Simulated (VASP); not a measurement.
## Pb: single point with revPBE

Crystal: Pb.

```
CELL_PARAMETERS angstrom
0.00000 2.57462 2.57462
2.57462 0.00000 2.57462
2.57462 2.57462 0.00000
ATOMIC_POSITIONS crystal
Pb 0.00000 0.00000 0.00000
```

This cell differs from its parent crystal: volume scaled by 1.04.

| Quantity | Value |
| --- | --- |
| Program | VASP 6.6.1 |
| Task | single point |
| Functional | revPBE |
| Potentials or basis | VASP PAW PBE potentials, release 64 (Pb_d) |
| Cutoff | 520 eV |
| k mesh | 18 × 18 × 18 |
| Occupations | fermi-dirac, width 0.1 eV |
| Spin | no spin polarisation |

```
Pressure               : -1.2 GPa
Band gap on the k mesh : zero (band 7 reaches 12.66 eV, above the bottom of band 8 at 4.82 eV)
```

Levels at points of the mesh, in eV from the Fermi level:
| k point | band 5 | band 6 | band 7 | band 8 | band 9 | band 10 |
| --- | --- | --- | --- | --- | --- | --- |
| (0.00, 0.00, 0.00) | -17.00 | -11.04 | 6.50 | 6.50 | 6.50 | 9.61 |
| (0.50, 0.00, 0.00) | -16.90 | -8.05 | -3.68 | 4.93 | 4.93 | 8.42 |
| (0.50, 0.50, 0.00) | -16.88 | -6.91 | -2.85 | 1.90 | 1.90 | 5.01 |

Run time: 36 s on 1 thread of Intel(R) Xeon(R) 6975P-C (Granite Rapids), on a shared host, peak memory 0.21 GiB.

Caveat: the PAW data sets were made with another functional, which shifts forces and pressure a little; spin-orbit coupling is left out, which moves the levels of the heavy elements.
